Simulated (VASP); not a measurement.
The system is BaTiO3.

```
Ba Ti O
1.0
     3.70452   -0.01641    0.18507
    -0.01641    4.18451    0.02529
     0.18591    0.02540    3.89174
Ba Ti O
1 1 3
Direct
  0.00791 0.88261 0.95959
  0.50575 0.42212 0.59783
  0.45838 0.78893 0.98165
  0.55780 0.89570 0.46569
  0.97016 0.51063 0.49524
```

Base run:

- Program: VASP 6.6.1
- Functional: LDA
- Potentials or basis: VASP PAW LDA potentials, release 64 (Ba_sv, Ti_sv, O)
- Cutoff: 600 eV
- k mesh: 7 × 7 × 7
- Occupations: fermi-dirac, width 0.05 eV
- Spin: no spin polarisation
- Hubbard terms: Ti d U = 6.0 eV

Its results: band gap on the k mesh zero (bands 20 and 21 overlap by 0.17 eV); pressure 64.9 GPa; largest force 15.377 eV/Å.

Q: The run is repeated on the same cell with these changes: hubbard terms from Ti d U = 6.0 eV to Ti d U = 1.0 eV. What comes out?

A: Band gap on the k mesh zero (bands 20 and 21 overlap by 0.11 eV); pressure 60.0 GPa; largest force 15.410 eV/Å.

Caveats: spin-orbit coupling is left out, which moves the levels of the heavy elements; U without spin polarisation on a metal has little footing; forces of over 1 eV/Å act on the atoms, so gaps and moduli don't describe the material at rest; the stress differs along the axes, from 8 to 141 GPa (at least some runs); the stress differs along the axes, from 4 to 134 GPa (at least some runs).
